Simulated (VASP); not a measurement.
# SiC (I-4m2) in VASP: single point with HSE06

Aim: the single point of SiC with HSE06.

Everything below comes from runs of VASP 6.6.1. Logs are shortened: lines on timing, memory, paths and dates and some standing lists are left out, and cuts for length are marked.

## (1) The cell of the first run

Symmetry: I-4m2, No. 119, tetragonal system. The conventional cell has a = 3.049 Å, b = 3.049 Å, c = 4.384 Å, α = 90.00°, β = 90.00°, γ = 90.00°. Si (site symmetry -4m2) has 4 C at 1.88 Å within 2.5 Å. C (site symmetry -4m2) has 4 Si at 1.88 Å within 2.5 Å.

## (2) Single point, HSE06 (epitaxial xy strain -1.0%)

Input file POSCAR:

```
SiC
1.0
    0.0000000000      2.1562718275      2.1922097029
    2.1562718275      0.0000000000      2.1922097029
    2.1562718275      2.1562718275      0.0000000000
Si C
1 1
Direct
    0.0000000000      0.0000000000      0.0000000000
    0.2500000000      0.2500000000      0.2500000000
```

Input file INCAR.step1:

```
SYSTEM = SiC
ALGO     = Normal         ! electronic algorithm
EDIFF    = 1E-5           ! SCF threshold, eV
ENCUT    = 520            ! plane-wave cutoff, eV
GGA      = PE             ! functional
ISIF     = 2              ! what is computed and relaxed
ISMEAR   = 0              ! smearing method
LASPH    = .TRUE.         ! aspherical terms in the spheres
LCHARG   = .FALSE.        ! write CHGCAR
LREAL    = .FALSE.        ! projectors in reciprocal space
LWAVE    = .TRUE.         ! write WAVECAR
NBANDS   = 11             ! bands
NELM     = 100            ! most SCF steps
PREC     = Accurate       ! precision mode
SIGMA    = 0.01           ! smearing width, eV
```

Input file INCAR.step2:

```
SYSTEM = SiC
ALGO     = Normal         ! electronic algorithm
EDIFF    = 1E-7           ! SCF threshold, eV
ENCUT    = 520            ! plane-wave cutoff, eV
GGA      = PE             ! functional
HFSCREEN = 0.2079         ! screening, 1/A
ISIF     = 2              ! what is computed and relaxed
ISMEAR   = 0              ! smearing method
ISTART   = 1            
LASPH    = .TRUE.         ! aspherical terms in the spheres
LCHARG   = .FALSE.        ! write CHGCAR
LHFCALC  = .TRUE.         ! exact exchange
LREAL    = .FALSE.        ! projectors in reciprocal space
LWAVE    = .FALSE.        ! write WAVECAR
NBANDS   = 11             ! bands
NELM     = 100            ! most SCF steps
PREC     = Accurate       ! precision mode
PRECFOCK = Normal       
SIGMA    = 0.01           ! smearing width, eV
```

Input file KPOINTS:

```
k-points
0
G
  8 8 8
  0 0 0
```

Potentials or basis: VASP PAW PBE potentials, release 64 (Si, C).

Launch:

```bash
$ cat potpaw_PBE.64/Si/POTCAR potpaw_PBE.64/C/POTCAR > POTCAR
$ cp INCAR.step1 INCAR
$ mpirun -np 1 vasp_std > vasp.out
$ cp INCAR.step2 INCAR
$ mpirun -np 1 vasp_std > vasp.out
```

OUTCAR:

```text
SYSTEM = SiC
   EDIFF = 1E-7
   ENCUT = 520
   GGA = PE
   HFSCREEN = 0.2079
   ISIF = 2
   ISMEAR = 0
   ISTART = 1
   LASPH = .TRUE.
   LHFCALC = .TRUE.
   LREAL = .FALSE.
   NELM = 100
   PREC = Accurate
   PRECFOCK = Normal

 ion  position               nearest neighbor table
   1  0.000  0.000  0.000-   2 1.88   2 1.88   2 1.88   2 1.88
   2  0.250  0.250  0.250-   1 1.88   1 1.88   1 1.88   1 1.88

  LATTYP: Found a body centered tetragonal cell.
 ALAT       =     3.0494288626
 C/A-ratio  =     1.4377837960

  Lattice vectors:

 A1 = (  -2.1562718275,   0.0000000000,   2.1922097029)
 A2 = (   2.1562718275,   0.0000000000,   2.1922097029)
 A3 = (   0.0000000000,   2.1562718275,  -2.1922097029)

Analysis of symmetry for initial positions (statically):
=====================================================================
 Subroutine PRICEL returns:
 Original cell was already a primitive cell.

 Routine SETGRP: Setting up the symmetry group for a
 body centered tetragonal supercell.

 Subroutine GETGRP returns: Found  8 space group operations
 (whereof  8 operations were pure point group operations)
 out of a pool of 16 trial point group operations.

The static configuration has the point symmetry D_2d.

Analysis of symmetry for dynamics (positions and initial velocities):
=====================================================================
 Subroutine PRICEL returns:
 Original cell was already a primitive cell.

 Routine SETGRP: Setting up the symmetry group for a
 body centered tetragonal supercell.

 Subroutine GETGRP returns: Found  8 space group operations
 (whereof  8 operations were pure point group operations)
 out of a pool of 16 trial point group operations.

The dynamic configuration has the point symmetry D_2d.

 Subroutine INISYM returns: Found  8 space group operations
 (whereof  8 operations are pure point group operations),
 and found     1 'primitive' translations

----------------------------------------------------------------------------------------

                                     Primitive cell

  volume of cell :      20.3854

  direct lattice vectors                    reciprocal lattice vectors
     0.000000000  2.156271827  2.192209703    -0.231881711  0.231881711  0.228080370
     2.156271827  0.000000000  2.192209703     0.231881711 -0.231881711  0.228080370
     2.156271827  2.156271827  0.000000000     0.231881711  0.231881711 -0.228080370

  length of vectors
     3.074945784  3.074945784  3.049428863     0.399448258  0.399448258  0.399448258

  position of ions in fractional coordinates (direct lattice)
     0.000000000  0.000000000  0.000000000
     0.250000000  0.250000000  0.250000000

  ion indices of the primitive-cell ions
   primitive index   ion index
                 1           1
                 2           2

----------------------------------------------------------------------------------------

 KPOINTS: k-points

Automatic generation of k-mesh.
 Grid dimensions read from file:
 generate k-points for:    8    8    8

 Generating k-lattice:

  Cartesian coordinates                     Fractional coordinates (reciprocal lattice)
    -0.028985214  0.028985214  0.028510046     0.125000000  0.000000000  0.000000000
     0.028985214 -0.028985214  0.028510046     0.000000000  0.125000000  0.000000000
     0.028985214  0.028985214 -0.028510046    -0.000000000 -0.000000000  0.125000000

  Length of vectors
     0.049931032  0.049931032  0.049931032

  Shift w.r.t. Gamma in fractional coordinates (k-lattice)
     0.000000000  0.000000000  0.000000000

 Subroutine IBZKPT returns following result:
 ===========================================

 Found     59 irreducible k-points:

 Following reciprocal coordinates:
            Coordinates               Weight
  0.000000  0.000000  0.000000      1.000000
  0.125000  0.000000  0.000000      8.000000
  0.250000  0.000000  0.000000      8.000000
  0.375000  0.000000  0.000000      8.000000
  0.500000  0.000000  0.000000      4.000000
  0.125000  0.125000  0.000000      2.000000
[... 16 lines left out ...]
  0.250000  0.000000  0.125000     16.000000
  0.375000  0.000000  0.125000     16.000000
 [... further k-points ...]
   k-points           NKPTS =     59   k-points in BZ     NKDIM =    512   number of bands    NBANDS=     11
   number of dos      NEDOS =    301   number of ions     NIONS =      2
   total plane-waves  NPLWV =  13824
   dimension x,y,z NGX =    24 NGY =   24 NGZ =   24
   dimension x,y,z NGXF=    48 NGYF=   48 NGZF=   48
   ions per type =               1   1
   NGX,Y,Z   is equivalent  to a cutoff of  12.98, 12.98, 13.08 a.u.
   NGXF,Y,Z  is equivalent  to a cutoff of  25.95, 25.95, 26.17 a.u.
 SYSTEM =  SiC
   PREC   = accura    normal or accurate (medium, high low for compatibility)
   ISTART =      1    job   : 0-new  1-cont  2-samecut
   ICHARG =      0    charge: 1-file 2-atom 10-const
   ISPIN  =      1    spin polarized calculation?
   LNONCOLLINEAR =      F non collinear calculations
   LSORBIT =      F    spin-orbit coupling
   LASPH  =      T    aspherical Exc in radial PAW
   ENCUT  =  520.0 eV  38.22 Ry    6.18 a.u.   5.72  5.72  5.67*2*pi/ulx,y,z
   NELM   =    100;   NELMIN=  2; NELMDL=  0     # of ELM steps
   EDIFF  = 0.1E-06   stopping-criterion for ELM
   LREAL  =      F    real-space projection
   EDIFFG = 0.1E-05   stopping-criterion for IOM
   NSW    =      0    number of steps for IOM
   IBRION =     -1    ionic relax: 0-MD 1-quasi-New 2-CG
   NFREE  =      0    steps in history (QN), initial steepest desc. (CG)
   ISIF   =      2    stress and relaxation
   ISYM   =      3    0-nonsym 1-usesym 2-fastsym
   POTIM  = 0.5000    time-step for ionic-motion
   TEBEG  =    0.0;   TEEND  =   0.0 temperature during run
   PSTRESS=    0.0 pullay stress
   NELECT =       8.0000    total number of electrons
   NUPDOWN=      -1.0000    fix difference up-down
   EMIN   =  10.00;   EMAX   =-10.00  energy-range for DOS
   EFERMI =   0.00;   METHOD = LEGACY
   ISMEAR =     0;   SIGMA  =   0.01  broadening in eV -4-tet -1-fermi 0-gaus
   EFERMI_NEDOS =   21; number of points for ismear=-14 and -15
   IALGO  =     38    algorithm
   IMIX   =      1    mixing-type and parameters
     AMIX     =   0.40;   BMIX     =  1.00
     AMIX_MAG =   1.60;   BMIX_MAG =  1.00
  volume/ion in A,a.u.               =      10.19        68.78
  Fermi-wavevector in a.u.,A,eV,Ry     =   1.198575  2.264978 19.545877  1.436581
  Thomas-Fermi vector in A             =   2.334460
   LORBIT       =      0    0 simple, 1 ext, 2 COOP (PROOUT), +10 PAW based schemes
   GGA     = PE    functional components
   LHFCALC =     T    Hartree Fock is set to
   PRECFOCK=normal    Normal, Fast or Accurate (Low or Medium for compatibility)
   ENCUT4O =  -1.0   cutoff for four orbital integrals eV
   NKREDX  =     1    reduce k-point grid by
   NKREDY  =     1    reduce k-point grid by
   NKREDZ  =     1    reduce k-point grid by
   AEXX    =    0.2500 exact exchange contribution
   HFSCREEN=    0.2079 screening length (either q_TF or 0.3 A-1)
   HFSCREENC=   0.2079 screening length for correlation (either q_TF or 0.3 A-1)
   ENCUTFOCK=  -1.0 apply spherical cutoff to Coloumb kernel
   IVDW    =     0    specifies the selected vdW correction
   LEPSILON=     F    determine dielectric tensor
   LRPA    =     F    only Hartree local field effects (RPA)
 non-spin polarized calculation
 Gauss-broadening in eV      SIGMA  =   0.01
  energy-cutoff  :      520.00
  volume of cell :       20.39
 maximum number of plane-waves:       562
  NGX = 18; NGY = 18; NGZ = 18

 number of electron       8.0000000 magnetization

 Free energy of the ion-electron system (eV)
  ---------------------------------------------------
  ext. energy  EPLUGINS =         0.00000000
  ---------------------------------------------------
  free energy    TOTEN  =       -17.41997998 eV

  energy without entropy =      -17.41997998  energy(sigma->0) =      -17.41997998

 E-fermi :   7.7515     XC(G=0):  -9.4073

 val. band max:        7.6962707691   @ k =   0.0000   0.0000   0.0000
 cond. band min:       9.8269105501   @ k =   0.5000   0.0000   0.5000
 fundamental gap:      2.1306397810
 Fermi energy:         7.7514923083

 k-point     1 :       0.0000    0.0000    0.0000
  band No.  band energies     occupation
      1      -9.4539      2.00000
      2       7.5765      2.00000
      3       7.6963      2.00000
      4       7.6963      2.00000
      5      15.3743      0.00000
      6      16.3420      0.00000
      7      16.3420      0.00000
      8      16.3849      0.00000
      9      23.5524      0.00000
     10      24.1029      0.00000
     11      25.8767      0.00000

 k-point     2 :       0.1250    0.0000    0.0000
  band No.  band energies     occupation
      1      -9.1189      2.00000
      2       6.0415      2.00000
      3       7.3865      2.00000
      4       7.4903      2.00000
      5      15.5451      0.00000
      6      16.7309      0.00000
      7      16.7444      0.00000
      8      17.0209      0.00000
      9      22.2973      0.00000
     10      22.6974      0.00000
     11      25.3391      0.00000

 k-point     3 :       0.2500    0.0000    0.0000
  band No.  band energies     occupation
      1      -8.1393      2.00000
      2       2.9269      2.00000
      3       6.9135      2.00000
      4       7.0708      2.00000
      5      15.0008      0.00000
      6      16.9166      0.00000
      7      17.0736      0.00000
      8      18.6806      0.00000
      9      22.3092      0.00000
     10      22.3999      0.00000
     11      24.4163      0.00000
[... 267 lines left out ...]
 k-point    23 :       0.2500    0.0000    0.1250
  band No.  band energies     occupation
      1      -8.2317      2.00000
      2       4.0155      2.00000
      3       6.2472      2.00000
      4       6.6130      2.00000
      5      14.5995      0.00000
      6      16.7892      0.00000
      7      17.7875      0.00000
      8      18.2958      0.00000
      9      20.9627      0.00000
     10      24.1784      0.00000
     11      26.4523      0.00000

 k-point    24 :       0.3750    0.0000    0.1250
  band No.  band energies     occupation
      1      -6.8912      2.00000
      2       1.0015      2.00000
      3       5.8757      2.00000
      4       6.0224      2.00000
      5      14.2523      0.00000
      6      16.7286      0.00000
      7      17.9019      0.00000
      8      18.6548      0.00000
      9      22.4913      0.00000
     10      25.7741      0.00000
     11      26.3630      0.00000

 [... further k-points ...]

------------------------ aborting loop because EDIFF is reached ----------------------------------------

  FORCE on cell =-STRESS in cart. coord.  units (eV):
  Direction    XX          YY          ZZ          XY          YZ          ZX
  --------------------------------------------------------------------------------------
  -------------------------------------------------------------------------------------
  Total        0.4110609      0.4110609     -0.1939299      0.0000000      0.0000000      0.0000000
  in kB       32.3070763     32.3070763    -15.2417983      0.0000000      0.0000000      0.0000000
  external PRESSURE =      16.4574514 kB  Pullay stress =       0.0000000 kB

 VOLUME and BASIS-vectors are now :
 -----------------------------------------------------------------------------
  energy-cutoff  :      520.00
  volume of cell :       20.39
      direct lattice vectors                 reciprocal lattice vectors
     0.000000000  2.156271827  2.192209703    -0.231881711  0.231881711  0.228080370
     2.156271827  0.000000000  2.192209703     0.231881711 -0.231881711  0.228080370
     2.156271827  2.156271827  0.000000000     0.231881711  0.231881711 -0.228080370

 POSITION                                       TOTAL-FORCE (eV/Angst)
 -----------------------------------------------------------------------------------
      0.00000      0.00000      0.00000         0.000000      0.000000      0.000000
      1.07814      1.07814      1.09610        -0.000000     -0.000000     -0.000000
 -----------------------------------------------------------------------------------
    total drift:                               -0.000000     -0.000000      0.000000

  FREE ENERGIE OF THE ION-ELECTRON SYSTEM (eV)
  ---------------------------------------------------
  free  energy   TOTEN  =       -17.4199799777 eV

  energy  without entropy=      -17.4199799777  energy(sigma->0) =      -17.41997998
```

It took 75 min on 1 thread of Oxide Virtual Turin-like, shared host; peak memory 0.23 GiB.

What came out:

- Free energy: -17.4200 eV
- Pressure: 1.6 GPa
- Band gap on the k mesh: 2.13 eV (least direct gap 5.73 eV)

Levels at points of the mesh, in eV from the valence-band top:
```tsv
k point	band 2	band 3	band 4	band 5	band 6	band 7
(0.00, 0.00, 0.00)	-0.12	0.00	0.00	7.68	8.65	8.65
(0.50, 0.00, 0.00)	-9.48	-1.31	-1.09	6.71	8.40	8.64
(0.50, 0.50, 0.00)	-8.78	-3.44	-3.44	2.29	5.59	16.13
(0.50, 0.00, 0.50)	-8.55	-3.64	-3.62	2.13	5.29	15.77
```

Caveat: the cell differs from its parent crystal (epitaxial xy strain -1.0%); the PAW data sets were made with another functional, which shifts forces and pressure a little.
